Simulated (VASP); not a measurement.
Cu:

```
Cu
1.0
     0.00000    1.79093    1.79093
     1.79093    0.00000    1.79093
     1.79093    1.79093    0.00000
Cu
1
Direct
  0.00000 0.00000 0.00000
```

Base run:

```yaml
Program: VASP 6.6.1
Functional: PBEsol
Potentials_or_basis: VASP PAW PBE potentials, release 64 (Cu)
Cutoff: 520 eV
k_mesh: 12 × 12 × 12
Occupations: fermi-dirac, width 0.06 eV
Spin: no spin polarisation
```

Its results: pressure -1.8 GPa.

Question: The run is repeated on the same cell with these changes: functional from PBEsol to PBE. What comes out?

Answer: Pressure 6.7 GPa.

PBE binds less tightly than PBEsol, so the same cell stands under more pressure.

Caveats: the PAW data sets were made with another functional, which shifts forces and pressure a little (some runs).
